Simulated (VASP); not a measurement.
# SrTiO3 (Pm-3m) in VASP: a series of runs, part 2 of 2

VASP 6.6.1. Earlier steps stand in the parts before.

### 4 Single point, PBE, collinear spin (12.25 Å³/atom)

This run uses another cell than the first one, of 12.25 Å³/atom.

INCAR reads:

```
SYSTEM = SrTiO3
ALGO     = Normal         ! electronic algorithm
EDIFF    = 1E-7           ! SCF threshold, eV
ENCUT    = 520            ! plane-wave cutoff, eV
GGA      = PE             ! functional
ISIF     = 2              ! what is computed and relaxed
ISMEAR   = 0              ! smearing method
ISPIN    = 2              ! spin polarisation
LASPH    = .TRUE.         ! aspherical terms in the spheres
LCHARG   = .FALSE.        ! write CHGCAR
LMAXMIX  = 4              ! l up to which the mixer works
LORBIT   = 11             ! projections on sites
LREAL    = .FALSE.        ! projectors in reciprocal space
LWAVE    = .FALSE.        ! write WAVECAR
MAGMOM   = 0 0.05 0 0 0   ! initial moments
NBANDS   = 32             ! bands
NELM     = 150            ! most SCF steps
PREC     = Accurate       ! precision mode
SIGMA    = 0.05           ! smearing width, eV
```

KPOINTS reads:

```
k-points
0
G
  8 8 8
  0 0 0
```

POSCAR reads:

```
SrTiO3
1.0
    3.9421116826      0.0000000000      0.0000000000
    0.0000000000      3.9421116826      0.0000000000
    0.0000000000      0.0000000000      3.9421116826
Sr Ti O
1 1 3
Direct
    0.5000000000      0.5000000000      0.5000000000
    0.0000000000      0.0000000000      0.0000000000
    0.5000000000      0.0000000000      0.0000000000
    0.0000000000      0.5000000000      0.0000000000
    0.0000000000      0.0000000000      0.5000000000
```

Potentials or basis: VASP PAW PBE potentials, release 64 (Sr_sv, Ti_sv, O).

Launch:

```
cat potpaw_PBE.64/Sr_sv/POTCAR potpaw_PBE.64/Ti_sv/POTCAR potpaw_PBE.64/O/POTCAR > POTCAR
mpirun -np 1 vasp_std > vasp.out
```

OUTCAR:

```text
SYSTEM = SrTiO3
   EDIFF = 1E-7
   ENCUT = 520
   GGA = PE
   ISIF = 2
   ISMEAR = 0
   ISPIN = 2
   LASPH = .TRUE.
   LORBIT = 11
   LREAL = .FALSE.
   NELM = 150
   PREC = Accurate

 ion  position               nearest neighbor table
   1  0.500  0.500  0.500-   3 2.79   4 2.79   5 2.79   3 2.79   4 2.79   3 2.79   5 2.79   3 2.79
                             4 2.79   5 2.79   4 2.79   5 2.79   2 3.41   2 3.41   2 3.41   2 3.41
   2  0.000  0.000  0.000-   3 1.97   4 1.97   5 1.97   5 1.97   4 1.97   3 1.97   1 3.41   1 3.41
                             1 3.41   1 3.41   1 3.41   1 3.41   1 3.41   1 3.41
   3  0.500  0.000  0.000-   2 1.97   2 1.97   1 2.79   1 2.79   1 2.79   1 2.79
   4  0.000  0.500  0.000-   2 1.97   2 1.97   1 2.79   1 2.79   1 2.79   1 2.79
   5  0.000  0.000  0.500-   2 1.97   2 1.97   1 2.79   1 2.79   1 2.79   1 2.79

  LATTYP: Found a simple cubic cell.
 ALAT       =     3.9421116826

  Lattice vectors:

 A1 = (   3.9421116826,   0.0000000000,   0.0000000000)
 A2 = (   0.0000000000,   3.9421116826,   0.0000000000)
 A3 = (   0.0000000000,   0.0000000000,   3.9421116826)

Analysis of symmetry for initial positions (statically):
=====================================================================
 Subroutine PRICEL returns:
 Original cell was already a primitive cell.

 Routine SETGRP: Setting up the symmetry group for a
 simple cubic supercell.

 Subroutine GETGRP returns: Found 48 space group operations
 (whereof 48 operations were pure point group operations)
 out of a pool of 48 trial point group operations.

The static configuration has the point symmetry O_h .

Analysis of symmetry for dynamics (positions and initial velocities):
=====================================================================
 Subroutine PRICEL returns:
 Original cell was already a primitive cell.

 Routine SETGRP: Setting up the symmetry group for a
 simple cubic supercell.

 Subroutine GETGRP returns: Found 48 space group operations
 (whereof 48 operations were pure point group operations)
 out of a pool of 48 trial point group operations.

The dynamic configuration has the point symmetry O_h .
[... 176 lines left out ...]

 spin component 1

 k-point     1 :       0.0000    0.0000    0.0000
  band No.  band energies     occupation
      1     -52.6446      1.00000
      2     -28.9429      1.00000
      3     -28.8730      1.00000
      4     -28.8730      1.00000
      5     -28.8730      1.00000
      6     -13.3896      1.00000
[... 829 lines left out ...]
     31      15.1048      0.00000
     32      15.9801      0.00000

 [... further k-points ...]

 spin component 2

 k-point     1 :       0.0000    0.0000    0.0000
  band No.  band energies     occupation
      1     -52.6446      1.00000
      2     -28.9429      1.00000
      3     -28.8730      1.00000
      4     -28.8730      1.00000
      5     -28.8730      1.00000
      6     -13.3896      1.00000
[... 829 lines left out ...]
     31      15.1048      0.00000
     32      15.9801      0.00000

 [... further k-points ...]

------------------------ aborting loop because EDIFF is reached ----------------------------------------

  FORCE on cell =-STRESS in cart. coord.  units (eV):
  Direction    XX          YY          ZZ          XY          YZ          ZX
  --------------------------------------------------------------------------------------
  -------------------------------------------------------------------------------------
  Total       -0.0474142     -0.0474142     -0.0474142      0.0000000      0.0000000     -0.0000000
  in kB       -1.2400303     -1.2400303     -1.2400303      0.0000000      0.0000000     -0.0000000
  external PRESSURE =      -1.2400303 kB  Pullay stress =       0.0000000 kB

 VOLUME and BASIS-vectors are now :
 -----------------------------------------------------------------------------
  energy-cutoff  :      520.00
  volume of cell :       61.26
      direct lattice vectors                 reciprocal lattice vectors
     3.942111683  0.000000000  0.000000000     0.253671149  0.000000000  0.000000000
     0.000000000  3.942111683  0.000000000     0.000000000  0.253671149  0.000000000
     0.000000000  0.000000000  3.942111683     0.000000000  0.000000000  0.253671149

 POSITION                                       TOTAL-FORCE (eV/Angst)
 -----------------------------------------------------------------------------------
      1.97106      1.97106      1.97106         0.000000      0.000000      0.000000
      0.00000      0.00000      0.00000         0.000000      0.000000      0.000000
      1.97106      0.00000      0.00000         0.000000      0.000000      0.000000
      0.00000      1.97106      0.00000         0.000000      0.000000      0.000000
      0.00000      0.00000      1.97106         0.000000      0.000000      0.000000
 -----------------------------------------------------------------------------------
    total drift:                                0.000000     -0.000000      0.000000

  FREE ENERGIE OF THE ION-ELECTRON SYSTEM (eV)
  ---------------------------------------------------
  free  energy   TOTEN  =       -40.1040276365 eV

  energy  without entropy=      -40.1040276365  energy(sigma->0) =      -40.10402764

 total charge

# of ion       s       p       d       tot
------------------------------------------
    1        1.997   5.791   0.191   7.979
    2        2.223   6.300   1.728  10.250
    3        1.563   3.479   0.000   5.042
    4        1.563   3.479   0.000   5.042
    5        1.563   3.479   0.000   5.042
--------------------------------------------------
tot          8.910  22.527   1.918  33.355

 magnetization (x)

# of ion       s       p       d       tot
------------------------------------------
    1        0.000  -0.000  -0.000   0.000
    2       -0.000  -0.000  -0.000  -0.000
    3       -0.000  -0.000   0.000  -0.000
    4       -0.000  -0.000   0.000  -0.000
    5       -0.000  -0.000   0.000  -0.000
--------------------------------------------------
tot         -0.000  -0.000  -0.000  -0.000
```

OSZICAR:

```text
N       E                     dE             d eps       ncg     rms          rms(c)
DAV:   1     0.391967095335E+03    0.39197E+03   -0.19881E+04  4480   0.133E+03
DAV:   2    -0.128359490830E+02   -0.40480E+03   -0.37995E+03  5024   0.388E+02
DAV:   3    -0.485830807569E+02   -0.35747E+02   -0.35328E+02  5704   0.116E+02
DAV:   4    -0.504851029969E+02   -0.19020E+01   -0.18973E+01  6840   0.219E+01
DAV:   5    -0.505190615389E+02   -0.33959E-01   -0.33957E-01  5744   0.264E+00    0.263E+01
DAV:   6    -0.404952998931E+02    0.10024E+02   -0.34794E+01  5824   0.556E+01    0.143E+01
DAV:   7    -0.402243880961E+02    0.27091E+00   -0.57045E+00  5344   0.196E+01    0.107E+01
DAV:   8    -0.401923345744E+02    0.32054E-01   -0.12755E+00  5256   0.115E+01    0.315E+00
DAV:   9    -0.401303360547E+02    0.61999E-01   -0.27397E-01  6232   0.421E+00    0.184E+00
DAV:  10    -0.401051242171E+02    0.25212E-01   -0.54275E-02  5656   0.223E+00    0.453E-01
DAV:  11    -0.401039451778E+02    0.11790E-02   -0.87149E-03  6320   0.849E-01    0.117E-01
DAV:  12    -0.401039757301E+02   -0.30552E-04   -0.93346E-04  5128   0.277E-01    0.107E-01
DAV:  13    -0.401040669343E+02   -0.91204E-04   -0.19740E-04  6184   0.173E-01    0.876E-02
DAV:  14    -0.401040274356E+02    0.39499E-04   -0.15041E-04  4952   0.149E-01    0.220E-02
DAV:  15    -0.401040267563E+02    0.67925E-06   -0.99327E-06  6280   0.225E-02    0.111E-02
DAV:  16    -0.401040276753E+02   -0.91900E-06   -0.17347E-06  5016   0.843E-03    0.373E-03
DAV:  17    -0.401040276365E+02    0.38859E-07   -0.39176E-07  4952   0.735E-03
   1 F= -.40104028E+02 E0= -.40104028E+02  d E =-.277967E-15  mag=    -0.0000
```

Run time: 5 min. Hardware: 1 thread of AMD EPYC 7R13, shared host; peak memory 0.23 GiB.

What came out:

```
Free energy                                           : -40.1040 eV
Pressure                                              : -0.1 GPa
Band gap on the k mesh                                : 1.80 eV (least direct gap 2.17 eV)
Net moment                                            : 0.00 μB per cell
Valence electrons inside the program's atomic spheres : Sr 7.98; Ti 10.25; O 5.04
```

Levels at points of the mesh, in eV from the valence-band top:
Spin up:
| k point | band 18 | band 19 | band 20 | band 21 | band 22 | band 23 |
| --- | --- | --- | --- | --- | --- | --- |
| (0.00, 0.00, 0.00) | -0.37 | -0.37 | -0.37 | 1.80 | 1.80 | 1.80 |
| (0.50, 0.00, 0.00) | -1.90 | -0.73 | -0.73 | 1.96 | 3.63 | 3.63 |
| (0.50, 0.50, 0.00) | -1.54 | -1.54 | -0.09 | 3.64 | 3.64 | 4.08 |
| (0.50, 0.50, 0.50) | 0.00 | 0.00 | 0.00 | 4.28 | 4.28 | 4.28 |
Spin down:
```
           k point  band 17  band 18  band 19  band 20  band 21  band 22  band 23  band 24
(0.00, 0.00, 0.00)    -1.12    -0.37    -0.37    -0.37     1.80     1.80     1.80     4.11
(0.50, 0.00, 0.00)    -2.28    -1.90    -0.73    -0.73     1.96     3.63     3.63     4.12
(0.50, 0.50, 0.00)    -1.74    -1.54    -1.54    -0.09     3.64     3.64     4.08     5.04
(0.50, 0.50, 0.50)    -3.66     0.00     0.00     0.00     4.28     4.28     4.28     6.83
```

### 5 Overview

```tsv
cell	gap on the mesh (eV)	pressure (GPa)	moment (μB)
a = 3.905 Å, 5 atoms	1.86	4.9	0.00
a = 3.936 Å, 5 atoms	1.81	0.6	0.00
a = 3.942 Å, 5 atoms	1.80	-0.1	0.00
```

Alike in all rows: task single point; level PBE; potentials or basis VASP PAW PBE potentials, release 64 (Sr_sv, Ti_sv, O); spin collinear; k mesh 8 × 8 × 8; cutoff (eV) 520; smearing gaussian 0.05 eV.

Caveats: the cell stands under pressure (at least some runs).

Total energies depend on the potentials used, so only differences within one code and one set of settings carry meaning.
